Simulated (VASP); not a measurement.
A run of VASP 6.6.1 is set up as follows.

POSCAR

```
NiO
1.0
    0.0000000000      2.0404442104      2.0404442104
    2.0404442104      0.0000000000      2.0404442104
    2.0404442104      2.0404442104      0.0000000000
Ni O
1 1
Direct
    0.0000000000      0.0000000000      0.0000000000
    0.5000000000      0.5000000000      0.5000000000
```

Contents of INCAR.step1:

```
ALGO     = Normal         # electronic algorithm
EDIFF    = 1E-4           # SCF threshold, eV
ENCUT    = 520            # plane-wave cutoff, eV
GGA      = PE             # functional
ISMEAR   = 0              # smearing method
ISPIN    = 2              # spin polarisation
LASPH    = True           # aspherical terms in the spheres
LCHARG   = False          # write CHGCAR
LMAXMIX  = 4              # l up to which the mixer works
LREAL    = False          # projectors in reciprocal space
LWAVE    = True           # write WAVECAR
MAGMOM   = 1.82 0.32      # initial moments
NBANDS   = 19             # bands
NELM     = 150            # most SCF steps
PREC     = Accurate       # precision mode
SIGMA    = 0.02           # smearing width, eV
```

File INCAR.step2:

```
ALGO     = Normal         # electronic algorithm
EDIFF    = 1E-6           # SCF threshold, eV
ENCUT    = 520            # plane-wave cutoff, eV
ISIF     = 2              # what is computed and relaxed
ISMEAR   = 0              # smearing method
ISPIN    = 2              # spin polarisation
ISTART   = 1            
LASPH    = True           # aspherical terms in the spheres
LCHARG   = True           # write CHGCAR
LELF     = True           # ELF
LMAXMIX  = 4              # l up to which the mixer works
LMIXTAU  = True         
LORBIT   = 11             # projections on sites
LREAL    = False          # projectors in reciprocal space
LVHAR    = True         
LWAVE    = False          # write WAVECAR
MAGMOM   = 1.82 0.32      # initial moments
METAGGA  = R2SCAN         # meta-GGA
NBANDS   = 19             # bands
NELM     = 150            # most SCF steps
PREC     = Accurate       # precision mode
SIGMA    = 0.02           # smearing width, eV
```

File KPOINTS:

```
k-points
0
Gamma
  12 12 12
```

Potentials or basis: VASP PAW PBE potentials, release 64 (Ni, O).

Command:

```sh
$ cat potpaw_PBE.64/Ni/POTCAR potpaw_PBE.64/O/POTCAR > POTCAR
$ cp INCAR.step1 INCAR
$ mpirun -np 1 vasp_std > vasp.out
$ cp INCAR.step2 INCAR
$ mpirun -np 1 vasp_std > vasp.out
```

Question: Estimate the band gap on the k mesh.

Answer: 0.45 eV (least direct gap 1.64 eV).

Question: Estimate the net moment.

Answer: 2.00 μB per cell.

Caveat: semilocal functionals underestimate gaps, and a narrow one can read as zero; a cell with one magnetic atom can't hold antiferromagnetic order, which such compounds often take. A k mesh can miss the band edges.
